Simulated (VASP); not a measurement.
Runs of VASP 6.6.1 on Sr3Ta2O. The structure is that of space group P6/mmm (No. 191), or close to it. The cells are those of the table. 

```csv
task,spin,cell,k mesh,cutoff (eV),gap on the mesh (eV),pressure (GPa),largest force (eV/Å)
relaxation of cell and atoms,off,"relaxed from a = 5.823, b = 5.823, c = 5.526 Å, angles 90.0, 90.0, 120.0°, 6 atoms",3 × 3 × 4,600,none,0.0,0.01
single point,off,"a = 5.823, b = 5.823, c = 5.526 Å, angles 90.0, 90.0, 120.0°, 6 atoms",3 × 3 × 4,520,none,36.6,13.25
single point,off,"a = 7.233, b = 7.233, c = 6.249 Å, angles 90.0, 90.0, 120.0°, 6 atoms",3 × 3 × 4,520,none,(a),(b)
single point,off,"a = 7.200, b = 7.200, c = 6.204 Å, angles 90.0, 90.0, 120.0°, 6 atoms",6 × 6 × 6,520,none,0.1,0.04
single point,"collinear, ferromagnetic start","a = 5.823, b = 5.823, c = 5.526 Å, angles 90.0, 90.0, 120.0°, 6 atoms",3 × 3 × 4,520,none,36.6,13.23
```

Alike in all rows: level PBE; potentials or basis VASP PAW PBE potentials, release 64 (Sr_sv, Ta_pv, O); smearing gaussian 0.1 eV.

Question: Fill in the values left out.

Answer: (a) -0.1; (b) 0.06.

Caveats: some runs use coarse meshes; spin-orbit coupling is left out, which moves the levels of the heavy elements; forces of over 1 eV/Å act on the atoms, so gaps and moduli don't describe the material at rest (some runs).

A k mesh can miss the band edges, and the runs leave out spin-orbit coupling on Sr, Ta.

A gap of «none» marks levels without a gap at the run's occupations.
